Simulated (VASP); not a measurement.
# ErTl3Br (P4/mmm) in VASP: a series of runs

The runs below take ErTl3Br through relaxation of cell and atoms, single point, with PBE.

Everything below comes from runs of VASP 6.6.1. Logs are shortened: lines on timing, memory, paths and dates and some standing lists are left out, and cuts for length are marked.

### 1 The cell of the first run

The structure is tetragonal, space group P4/mmm (No. 123). Conventional cell: a = 4.780 Å, b = 4.780 Å, c = 7.726 Å, α = 90.00°, β = 90.00°, γ = 90.00°. Er (site symmetry 4/mmm) has 8 Tl at 3.74 Å and 2 Br at 3.86 Å and 4 Er at 4.78 Å within 4.9 Å. Within 3.0 Å of Tl (site symmetry 4mm) lie 1 Tl at 2.25 Å. Tl (site symmetry 4/mmm) has 2 Tl at 2.25 Å within 3.0 Å. Within 4.4 Å of Br (site symmetry 4/mmm) lie 12 Tl at 3.38 to 4.06 Å and 2 Er at 3.86 Å.

The cell was generated, and may not be a known phase.

### 2 Relaxation of cell and atoms, PBE

The input, INCAR:

```
PREC = Accurate
ENCUT = 500
EDIFF = 1E-7
ISMEAR = 0
SIGMA = 0.1
LREAL = F
LASPH = T
NELM = 200
ALGO = Normal
ISIF = 3
LWAVE = F
LCHARG = F
GGA = PE
IBRION = 2
NSW = 90
EDIFFG = -0.04
GGA_COMPAT = F
NELMIN = 4
LMAXMIX = 6
```

The input, KPOINTS:

```
Automatic mesh
0
Gamma
  4 4 2
```

The input, POSCAR:

```
ErTl3Br
1.0
    4.7802096500      0.0000000000      0.0000000000
    0.0000000000      4.7802096500      0.0000000000
    0.0000000000      0.0000000000      7.7264054800
Er Tl Br
1 3 1
Direct
    0.0000000000      0.0000000000      0.0000000000
    0.5000000000      0.5000000000      0.2084265400
    0.5000000000      0.5000000000      0.7915734600
    0.5000000000      0.5000000000      0.5000000000
    0.0000000000      0.0000000000      0.5000000000
```

Potentials or basis: VASP PAW PBE potentials, release 64 (Er_3, Tl_d, Br), 4f in core.

Run with:

```sh
$ cat potpaw_PBE.64/Er_3/POTCAR potpaw_PBE.64/Tl_d/POTCAR potpaw_PBE.64/Br/POTCAR > POTCAR
$ mpirun -np 1 vasp_std > vasp.out
```

OUTCAR:

```text
PREC = Accurate
   ENCUT = 500
   EDIFF = 1E-7
   ISMEAR = 0
   LREAL = F
   LASPH = T
   NELM = 200
   ISIF = 3
   GGA = PE
   IBRION = 2
   NSW = 90
   EDIFFG = -0.04
   NELMIN = 4

 ion  position               nearest neighbor table
   1  0.000  0.000  0.000-   2 3.74   3 3.74   2 3.74   3 3.74   2 3.74   3 3.74   2 3.74   3 3.74

   2  0.500  0.500  0.208-   4 2.25   3 3.22   1 3.74   1 3.74   1 3.74   1 3.74
   3  0.500  0.500  0.792-   4 2.25   2 3.22   1 3.74   1 3.74   1 3.74   1 3.74
   4  0.500  0.500  0.500-   2 2.25   3 2.25   5 3.38   5 3.38   5 3.38   5 3.38
   5  0.000  0.000  0.500-   4 3.38   4 3.38   4 3.38   4 3.38

  LATTYP: Found a simple tetragonal cell.
 ALAT       =     4.7802096500
 C/A-ratio  =     1.6163319280

  Lattice vectors:

 A1 = (   4.7802096500,   0.0000000000,   0.0000000000)
 A2 = (   0.0000000000,   4.7802096500,   0.0000000000)
 A3 = (   0.0000000000,   0.0000000000,   7.7264054800)

Analysis of symmetry for initial positions (statically):
=====================================================================
 Subroutine PRICEL returns:
 Original cell was already a primitive cell.

 Routine SETGRP: Setting up the symmetry group for a
 simple tetragonal supercell.

 Subroutine GETGRP returns: Found 16 space group operations
 (whereof 16 operations were pure point group operations)
 out of a pool of 16 trial point group operations.

The static configuration has the point symmetry D_4h.

Analysis of symmetry for dynamics (positions and initial velocities):
=====================================================================
 Subroutine PRICEL returns:
 Original cell was already a primitive cell.

 Routine SETGRP: Setting up the symmetry group for a
 simple tetragonal supercell.

 Subroutine GETGRP returns: Found 16 space group operations
 (whereof 16 operations were pure point group operations)
 out of a pool of 16 trial point group operations.

The dynamic configuration has the point symmetry D_4h.

 Subroutine INISYM returns: Found 16 space group operations
 (whereof 16 operations are pure point group operations),
 and found     1 'primitive' translations

----------------------------------------------------------------------------------------

                                     Primitive cell

  volume of cell :     176.5515

  direct lattice vectors                    reciprocal lattice vectors
     4.780209650  0.000000000  0.000000000     0.209195846  0.000000000  0.000000000
     0.000000000  4.780209650  0.000000000     0.000000000  0.209195846  0.000000000
     0.000000000  0.000000000  7.726405480     0.000000000  0.000000000  0.129426290

  length of vectors
     4.780209650  4.780209650  7.726405480     0.209195846  0.209195846  0.129426290

  position of ions in fractional coordinates (direct lattice)
     0.000000000  0.000000000  0.000000000
     0.500000000  0.500000000  0.208426540
     0.500000000  0.500000000  0.791573460
     0.500000000  0.500000000  0.500000000
     0.000000000  0.000000000  0.500000000

  ion indices of the primitive-cell ions
   primitive index   ion index
                 1           1
                 2           2
                 3           3
                 4           4
                 5           5

----------------------------------------------------------------------------------------

 KPOINTS: Automatic mesh

Automatic generation of k-mesh.
 Grid dimensions read from file:
 generate k-points for:    4    4    2

 Generating k-lattice:

  Cartesian coordinates                     Fractional coordinates (reciprocal lattice)
     0.052298961  0.000000000  0.000000000     0.250000000  0.000000000  0.000000000
     0.000000000  0.052298961  0.000000000     0.000000000  0.250000000  0.000000000
     0.000000000  0.000000000  0.064713145     0.000000000  0.000000000  0.500000000

  Length of vectors
     0.052298961  0.052298961  0.064713145

  Shift w.r.t. Gamma in fractional coordinates (k-lattice)
     0.000000000  0.000000000  0.000000000

 Subroutine IBZKPT returns following result:
 ===========================================

 Found     12 irreducible k-points:

 Following reciprocal coordinates:
            Coordinates               Weight
  0.000000  0.000000  0.000000      1.000000
  0.250000  0.000000  0.000000      4.000000
  0.500000  0.000000  0.000000      2.000000
  0.250000  0.250000  0.000000      4.000000
  0.500000  0.250000  0.000000      4.000000
  0.500000  0.500000  0.000000      1.000000
  0.000000  0.000000  0.500000      1.000000
  0.250000  0.000000  0.500000      4.000000
  0.500000  0.000000  0.500000      2.000000
  0.250000  0.250000  0.500000      4.000000
  0.500000  0.250000  0.500000      4.000000
  0.500000  0.500000  0.500000      1.000000
   k-points           NKPTS =     12   k-points in BZ     NKDIM =     12   number of bands    NBANDS=     33
   number of dos      NEDOS =    301   number of ions     NIONS =      5
   total plane-waves  NPLWV =  72576
   dimension x,y,z NGX =    36 NGY =   36 NGZ =   56
   dimension x,y,z NGXF=    72 NGYF=   72 NGZF=  112
   ions per type =               1   3   1
   NGX,Y,Z   is equivalent  to a cutoff of  12.52, 12.52, 12.05 a.u.
   NGXF,Y,Z  is equivalent  to a cutoff of  25.04, 25.04, 24.10 a.u.
 SYSTEM =  unknown system
   PREC   = accura    normal or accurate (medium, high low for compatibility)
   ISTART =      0    job   : 0-new  1-cont  2-samecut
   ICHARG =      2    charge: 1-file 2-atom 10-const
   ISPIN  =      1    spin polarized calculation?
   LNONCOLLINEAR =      F non collinear calculations
   LSORBIT =      F    spin-orbit coupling
   LASPH  =      T    aspherical Exc in radial PAW
   ENCUT  =  500.0 eV  36.75 Ry    6.06 a.u.   8.72  8.72 14.09*2*pi/ulx,y,z
   NELM   =    200;   NELMIN=  4; NELMDL= -5     # of ELM steps
   EDIFF  = 0.1E-06   stopping-criterion for ELM
   LREAL  =      F    real-space projection
   EDIFFG = -.4E-01   stopping-criterion for IOM
   NSW    =     90    number of steps for IOM
   IBRION =      2    ionic relax: 0-MD 1-quasi-New 2-CG
   NFREE  =      1    steps in history (QN), initial steepest desc. (CG)
   ISIF   =      3    stress and relaxation
   ISYM   =      2    0-nonsym 1-usesym 2-fastsym
   POTIM  = 0.5000    time-step for ionic-motion
   TEBEG  =    0.0;   TEEND  =   0.0 temperature during run
   PSTRESS=    0.0 pullay stress
   NELECT =      55.0000    total number of electrons
   NUPDOWN=      -1.0000    fix difference up-down
   EMIN   =  10.00;   EMAX   =-10.00  energy-range for DOS
   EFERMI =   0.00;   METHOD = LEGACY
   ISMEAR =     0;   SIGMA  =   0.10  broadening in eV -4-tet -1-fermi 0-gaus
   EFERMI_NEDOS =   21; number of points for ismear=-14 and -15
   IALGO  =     38    algorithm
   IMIX   =      4    mixing-type and parameters
     AMIX     =   0.40;   BMIX     =  1.00
     AMIX_MAG =   1.60;   BMIX_MAG =  1.00
  volume/ion in A,a.u.               =      35.31       238.29
  Fermi-wavevector in a.u.,A,eV,Ry     =   1.109784  2.097188 16.757225  1.231621
  Thomas-Fermi vector in A             =   2.246328
   LORBIT       =      0    0 simple, 1 ext, 2 COOP (PROOUT), +10 PAW based schemes
   GGA     = PE    functional components
   LHFCALC =     F    Hartree Fock is set to
   AEXX    =    0.0000 exact exchange contribution
   IVDW    =     0    specifies the selected vdW correction
   LEPSILON=     F    determine dielectric tensor
   LRPA    =     F    only Hartree local field effects (RPA)
 conjugate gradient relaxation of ions
 non-spin polarized calculation
 Gauss-broadening in eV      SIGMA  =   0.10
  energy-cutoff  :      500.00
  volume of cell :      176.55
 maximum number of plane-waves:      4509
 NGX is ok and might be reduce to    36
   NGX = 17   NGY = 17   NGZ = 29

--------------------------------------- Ionic step        1  -------------------------------------------

 number of electron      55.0000012 magnetization

 Free energy of the ion-electron system (eV)
  ---------------------------------------------------
  ext. energy  EPLUGINS =         0.00000000
  ---------------------------------------------------
  free energy    TOTEN  =        -7.85052237 eV

  energy without entropy =       -7.82871908  energy(sigma->0) =       -7.83962072

------------------------ aborting loop because EDIFF is reached ----------------------------------------

  FORCE on cell =-STRESS in cart. coord.  units (eV):
  Direction    XX          YY          ZZ          XY          YZ          ZX
  --------------------------------------------------------------------------------------
  -------------------------------------------------------------------------------------
  Total       -5.9156445     -5.9156445     47.0518053      0.0000000      0.0000000      0.0000000
  in kB      -53.6835551    -53.6835551    426.9878226      0.0000000      0.0000000      0.0000000
  external PRESSURE =     106.5402375 kB  Pullay stress =       0.0000000 kB
[... 98 lines left out ...]
  FREE ENERGIE OF THE ION-ELECTRON SYSTEM (eV)
  ---------------------------------------------------
  free  energy   TOTEN  =       -12.8469581325 eV

  energy  without entropy=      -12.8220009812  energy(sigma->0) =      -12.83447956

[... ionic steps 4 to 12 ...]

--------------------------------------- Ionic step       13  -------------------------------------------

 number of electron      55.0000015 magnetization

------------------------ aborting loop because EDIFF is reached ----------------------------------------

  FORCE on cell =-STRESS in cart. coord.  units (eV):
  Direction    XX          YY          ZZ          XY          YZ          ZX
  --------------------------------------------------------------------------------------
  -------------------------------------------------------------------------------------
  Total       -0.2801804     -0.2801804      0.5336602      0.0000000      0.0000000      0.0000000
  in kB       -2.6341826     -2.6341826      5.0173326      0.0000000      0.0000000      0.0000000
  external PRESSURE =      -0.0836775 kB  Pullay stress =       0.0000000 kB
[... 63 lines left out ...]
  energy  without entropy=      -13.5338999646  energy(sigma->0) =      -13.54010234

--------------------------------------- Ionic step       15  -------------------------------------------

 number of electron      55.0000007 magnetization

 Free energy of the ion-electron system (eV)
  ---------------------------------------------------
  ext. energy  EPLUGINS =         0.00000000
  ---------------------------------------------------
  free energy    TOTEN  =       -13.55010515 eV

  energy without entropy =      -13.53651264  energy(sigma->0) =      -13.54330890

 E-fermi :   3.6639     XC(G=0):  -8.9832

 val. band max:        3.6422447945   @ k =   0.0000   0.0000   0.0000
 cond. band min:       3.6948668378   @ k =   0.2500   0.2500   0.0000
 fundamental gap:      0.0526220433
 Fermi energy:         3.6639210116

 k-point     1 :       0.0000    0.0000    0.0000
  band No.  band energies     occupation
      1     -22.5568      2.00000
      2     -22.3077      2.00000
      3     -22.3077      2.00000
      4     -11.3193      2.00000
      5      -8.2158      2.00000
      6      -7.7331      2.00000
[... 453 lines left out ...]
  FREE ENERGIE OF THE ION-ELECTRON SYSTEM (eV)
  ---------------------------------------------------
  free  energy   TOTEN  =       -13.5501051546 eV

  energy  without entropy=      -13.5365126437  energy(sigma->0) =      -13.54330890

 reached required accuracy - stopping structural energy minimisation
```

It took 10 min on 1 thread of Intel Xeon Platinum 8259CL at 2.50GHz (Skylake/Cascade Lake), shared host; peak memory 0.31 GiB.

Results:

```yaml
Free_energy: -13.5501 eV
Relaxed_volume: 33.94 Å³/atom
Relaxed_cell: a = 4.308 Å, b = 4.308 Å, c = 9.144 Å, α = 90.00°, β = 90.00°, γ = 90.00°
Space_group_after_relaxing_to_0.1_Å: P4/mmm (No. 123)
Energy_gained_by_relaxing: 1139.9 meV/atom
Ionic_steps: 15
Pressure_after_relaxing: 0.0 GPa
Largest_force_after_relaxing: 0.034 eV/Å
Band_gap_on_the_k_mesh: zero (an odd number of electrons rules out a gap without spin polarisation)
```

Forces on the atoms (eV/Å):
```
Er   0.000  0.000  0.000
Tl   0.000  0.000  0.034
Tl   0.000  0.000 -0.034
Tl   0.000  0.000  0.000
Br   0.000  0.000  0.000
```

Stress tensor (GPa, compression positive):
```
 0.02  0.00  0.00
 0.00  0.02  0.00
 0.00  0.00 -0.17
```

The path:
```tsv
step	energy change (eV)	largest force (eV/Å)	pressure (GPa)	volume (Å³)
1	0.0000	11.5846	10.65	176.55
2	-4.9966	0.1815	-2.21	228.24
3	-4.9964	0.1804	-2.22	228.10
4	-4.9958	0.1753	-2.28	227.23
5	-5.2364	0.0193	-3.25	203.84
6	-4.9683	1.3497	-1.77	190.70
7	-5.2495	0.0055	-3.17	201.99
8	-5.2450	0.2666	-2.97	198.34
9	-5.2538	0.1295	-3.09	200.03
10	-5.5984	0.1913	-1.64	181.77
11	-5.6785	0.4124	-0.19	171.47
12	-5.6799	0.4493	0.10	169.84
13	-5.6798	0.4360	-0.01	170.41
14	-5.6958	0.1987	-0.04	170.00
15	-5.6996	0.0340	-0.05	169.68
```

Final structure:
```yaml
crystal:
  lattice:
    - [4.30768, 0.00000, 0.00000]
    - [0.00000, 4.30768, 0.00000]
    - [0.00000, 0.00000, 9.14391]
  atoms:
    - { symbol: Er, position: [0.00000, 0.00000, 0.00000] }
    - { symbol: Tl, position: [0.50000, 0.50000, 0.16643] }
    - { symbol: Tl, position: [0.50000, 0.50000, 0.83357] }
    - { symbol: Tl, position: [0.50000, 0.50000, 0.50000] }
    - { symbol: Br, position: [0.00000, 0.00000, 0.50000] }
```

Caveat: the k points lie up to 0.36 Å⁻¹ apart in the final cell, too coarse for converged energies and pressures of a metal; a cell axis changed by over 15 % at a fixed basis, so the end point is rough; spin-orbit coupling is left out, which moves the levels of the heavy elements; the 4f electrons are frozen in the core, so they carry no moment and show no levels; the run has no spin polarisation, though such a crystal can be magnetic.

[end of part 1 of 2]

The gap in the log of VASP goes by the Fermi energy; the results here count the filled bands.